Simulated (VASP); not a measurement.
# TeAs (Pm-3m) in VASP: a series of runs, part 2 of 2

VASP 6.6.1. The steps go on from the part before.

**3. Single point, LDA**

Contents of INCAR:

```
SYSTEM = TeAs
ALGO     = Normal         ! electronic algorithm
EDIFF    = 1E-7           ! SCF threshold, eV
ENCUT    = 520            ! plane-wave cutoff, eV
GGA      = CA             ! functional
ISIF     = 2              ! what is computed and relaxed
ISMEAR   = -1             ! smearing method
LASPH    = .TRUE.         ! aspherical terms in the spheres
LCHARG   = .FALSE.        ! write CHGCAR
LREAL    = .FALSE.        ! projectors in reciprocal space
LWAVE    = .FALSE.        ! write WAVECAR
NBANDS   = 12             ! bands
NELM     = 60             ! most SCF steps
PREC     = Accurate       ! precision mode
SIGMA    = 0.02           ! smearing width, eV
```

Contents of KPOINTS:

```
k-points
0
G
  13 13 13
  0 0 0
```

Contents of POSCAR:

```
TeAs
1.0
    3.5323321696      0.0000000000      0.0000000000
    0.0000000000      3.5323321696      0.0000000000
    0.0000000000      0.0000000000      3.5323321696
Te As
1 1
Direct
    0.0000000000      0.0000000000      0.0000000000
    0.5000000000      0.5000000000      0.5000000000
```

Potentials or basis: VASP PAW LDA potentials, release 64 (Te, As).

On the command line:

```bash
> cat potpaw_LDA.64/Te/POTCAR potpaw_LDA.64/As/POTCAR > POTCAR
> mpirun -np 1 vasp_std > vasp.out
```

It took 25 s on 1 thread of Intel Xeon Platinum 8259CL at 2.50GHz (Skylake/Cascade Lake), shared host; peak memory 0.17 GiB.

The run converged. Its results:

```
Free energy : -8.4994 eV
Pressure    : 0.1 GPa
```

Levels at points of the mesh, in eV from the Fermi level:
```
           k point  band 3  band 4  band 5  band 6  band 7  band 8
(0.00, 0.00, 0.00)   -2.90   -2.90   -2.90    2.98    2.98    4.62
```

Caveat: spin-orbit coupling is left out, which moves the levels of the heavy elements.

**4. Relaxation of cell and atoms, LDA**

Contents of INCAR:

```
ALGO = Normal
EDIFF = 1E-6
EDIFFG = -0.03
ENCUT = 600
IBRION = 2
ISIF = 3
ISMEAR = -1
LASPH = True
LCHARG = False
LREAL = False
LWAVE = False
NELM = 100
NSW = 80
PREC = Accurate
SIGMA = 0.02
```

Contents of KPOINTS:

```
k-points
0
Gamma
  13 13 13
```

POSCAR is that of step 3.

Potentials or basis: VASP PAW LDA potentials, release 64 (Te, As).

On the command line:

```bash
> cat potpaw_LDA.64/Te/POTCAR potpaw_LDA.64/As/POTCAR > POTCAR
> mpirun -np 1 vasp_std > vasp.out
```

OUTCAR:

```text
EDIFF = 1E-6
   EDIFFG = -0.03
   ENCUT = 600
   IBRION = 2
   ISIF = 3
   ISMEAR = -1
   LASPH = True
   LREAL = False
   NELM = 100
   NSW = 80
   PREC = Accurate

 ion  position               nearest neighbor table
   1  0.000  0.000  0.000-   2 3.06   2 3.06   2 3.06   2 3.06   2 3.06   2 3.06   2 3.06   2 3.06

   2  0.500  0.500  0.500-   1 3.06   1 3.06   1 3.06   1 3.06   1 3.06   1 3.06   1 3.06   1 3.06

  LATTYP: Found a simple cubic cell.
 ALAT       =     3.5323321696

  Lattice vectors:

 A1 = (   3.5323321696,   0.0000000000,   0.0000000000)
[... 469 lines left out ...]
      8      11.5819      0.00000
      9      15.5667      0.00000

 [... further k-points ...]
[... 5 lines left out ...]
  --------------------------------------------------------------------------------------
  -------------------------------------------------------------------------------------
  Total        0.0292707      0.0292707      0.0292707      0.0000000      0.0000000      0.0000000
  in kB        1.0640435      1.0640435      1.0640435      0.0000000      0.0000000      0.0000000
  external PRESSURE =       1.0640435 kB  Pullay stress =       0.0000000 kB

 VOLUME and BASIS-vectors are now :
 -----------------------------------------------------------------------------
  energy-cutoff  :      600.00
  volume of cell :       44.07
      direct lattice vectors                 reciprocal lattice vectors
     3.532332170  0.000000000  0.000000000     0.283099084  0.000000000  0.000000000
     0.000000000  3.532332170  0.000000000     0.000000000  0.283099084  0.000000000
     0.000000000  0.000000000  3.532332170     0.000000000  0.000000000  0.283099084

 POSITION                                       TOTAL-FORCE (eV/Angst)
 -----------------------------------------------------------------------------------
      0.00000      0.00000      0.00000         0.000000      0.000000      0.000000
      1.76617      1.76617      1.76617         0.000000      0.000000      0.000000
 -----------------------------------------------------------------------------------
    total drift:                                0.000000      0.000000      0.000000

  FREE ENERGIE OF THE ION-ELECTRON SYSTEM (eV)
  ---------------------------------------------------
  free  energy   TOTEN  =        -8.4993903866 eV

  energy  without entropy=       -8.4972821785  energy(sigma->0) =       -8.49833628

 reached required accuracy - stopping structural energy minimisation
```

Run time: 18 s. Hardware: 1 thread of Intel Xeon Platinum 8259CL at 2.50GHz (Skylake/Cascade Lake), shared host; peak memory 0.18 GiB.

What came out:

```yaml
Free_energy: -8.4994 eV
Pressure_after_relaxing: 0.1 GPa
```

Final structure:
```
Te As
1.0
     3.53233    0.00000    0.00000
     0.00000    3.53233    0.00000
     0.00000    0.00000    3.53233
Te As
1 1
Cartesian
  0.0000 0.0000 0.0000
  1.7662 1.7662 1.7662
```

Caveat: the relaxation stopped at its first step, so nothing moved; spin-orbit coupling is left out, which moves the levels of the heavy elements.

**5. Relaxation of cell and atoms, LDA**

This run uses another cell than the first one, of 24.31 Å³/atom, 1.103 times its volume.

Contents of INCAR:

```
ALGO     = Normal         # electronic algorithm
EDIFF    = 1E-7           # SCF threshold, eV
EDIFFG   = -0.03          # ionic threshold
ENCUT    = 600            # plane-wave cutoff, eV
GGA      = CA             # functional
IBRION   = 2              # ionic algorithm
ISIF     = 3              # what is computed and relaxed
ISMEAR   = -1             # smearing method
LASPH    = T              # aspherical terms in the spheres
LCHARG   = F              # write CHGCAR
LREAL    = F              # projectors in reciprocal space
LWAVE    = F              # write WAVECAR
NELM     = 80             # most SCF steps
NSW      = 80             # ionic steps
PREC     = Accurate       # precision mode
SIGMA    = 0.02           # smearing width, eV
```

KPOINTS is that of step 4.

Contents of POSCAR:

```
TeAs
1.0
    3.6500000000      0.0000000000      0.0000000000
    0.0000000000      3.6500000000      0.0000000000
    0.0000000000      0.0000000000      3.6500000000
Te As
1 1
Direct
    0.0000000000      0.0000000000      0.0000000000
    0.5000000000      0.5000000000      0.5000000000
```

On the command line:

```bash
> cat potpaw_LDA.64/Te/POTCAR potpaw_LDA.64/As/POTCAR > POTCAR
> mpirun -np 1 vasp_std > vasp.out
```

It took 61 s on 1 thread of Intel Xeon Platinum 8259CL at 2.50GHz (Skylake/Cascade Lake), shared host; peak memory 0.2 GiB.

It converged, with:

* Free energy: -8.4996 eV
* Relaxed volume: 22.06 Å³/atom
* Relaxed cell: a = 3.534 Å, b = 3.534 Å, c = 3.534 Å, α = 90.00°, β = 90.00°, γ = 90.00°
* Space group after relaxing (to 0.05 Å): Pm-3m (No. 221)
* Energy gained by relaxing: 50.3 meV/atom
* Ionic steps: 3
* Pressure after relaxing: 0.0 GPa

Step by step:
```
step  energy change (eV)  largest force (eV/Å)  pressure (GPa)  volume (Å³)
   1              0.0000                0.0000           -6.45        48.63
   2             -0.0723                0.0000            4.56        42.05
   3             -0.1005                0.0000            0.01        44.12
```

Final structure:
```yaml
crystal:
  lattice:
    - [3.53366, 0.00000, 0.00000]
    - [0.00000, 3.53366, 0.00000]
    - [0.00000, 0.00000, 3.53366]
  atoms:
    - { symbol: Te, position: [0.00000, 0.00000, 0.00000] }
    - { symbol: As, position: [0.50000, 0.50000, 0.50000] }
```

Levels at points of the mesh, in eV from the Fermi level:
```csv
k point,band 3,band 4,band 5,band 6,band 7,band 8
"(0.00, 0.00, 0.00)",-2.89,-2.89,-2.89,2.98,2.98,4.61
```

Caveat: spin-orbit coupling is left out, which moves the levels of the heavy elements.

**6. Summary**

| task | cell | cutoff (eV) | gap on the mesh (eV) | pressure (GPa) |
| --- | --- | --- | --- | --- |
| single point | a = 3.532 Å, 2 atoms | 520 | none | 0.1 |
| relaxation of cell and atoms | relaxed from a = 3.532 Å, 2 atoms | 600 | none | 0.1 |
| relaxation of cell and atoms | relaxed from a = 3.650 Å, 2 atoms | 600 | none | 0.0 |

Alike in all rows: level LDA; potentials or basis VASP PAW LDA potentials, release 64 (Te, As); no spin polarisation; k mesh 13 × 13 × 13; smearing fermi-dirac 0.02 eV.

Caveats: spin-orbit coupling is left out, which moves the levels of the heavy elements; the relaxation stopped at its first step, so nothing moved (some runs).

Total energies depend on the potentials used, so only differences within one code and one set of settings carry meaning.
